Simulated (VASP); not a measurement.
Crystal: CdH2O2.

```
Cd H O
1.0
     3.81405    0.00000    0.00000
    -1.90702    3.30306    0.00000
     0.00000    0.00000    4.41158
Cd H O
1 2 2
Direct
  0.33333 0.66667 0.98730
  0.00000 0.00000 0.00808
  0.66667 0.33333 0.43189
  0.00000 0.00000 0.78619
  0.66667 0.33333 0.21189
```

Base run:

| Property | Result |
| --- | --- |
| Program | VASP 6.6.1 |
| Functional | PBEsol |
| Potentials or basis | VASP PAW PBE potentials, release 64 (Cd, H, O) |
| Cutoff | 520 eV |
| k mesh | 6 × 6 × 4 |
| Occupations | gaussian, width 0.01 eV |
| Spin | no spin polarisation |

Its results: band gap on the k mesh 1.16 eV, indirect (least direct gap 1.70 eV); pressure -2.1 GPa; largest force 0.754 eV/Å.

Task: The run is repeated on the same cell with these changes: potentials or basis from VASP PAW PBE potentials, release 64 (Cd, H, O) to VASP PAW PBE potentials, release 64 (Cd_sv_GW, H, O); cutoff from 520 eV to 600 eV; further incar settings from ALGO = Normal; EDIFF = 1e-07; NBANDS = 21 to ALGO = Normal; EDIFF = 1e-06; NBANDS = 25; valence electrons from 26 to 34. What comes out?

Result: Band gap on the k mesh 1.17 eV, indirect (least direct gap 1.71 eV); pressure -2.9 GPa; largest force 0.791 eV/Å.

Caveats: the PAW data sets were made with another functional, which shifts forces and pressure a little.

A k mesh can miss the band edges.
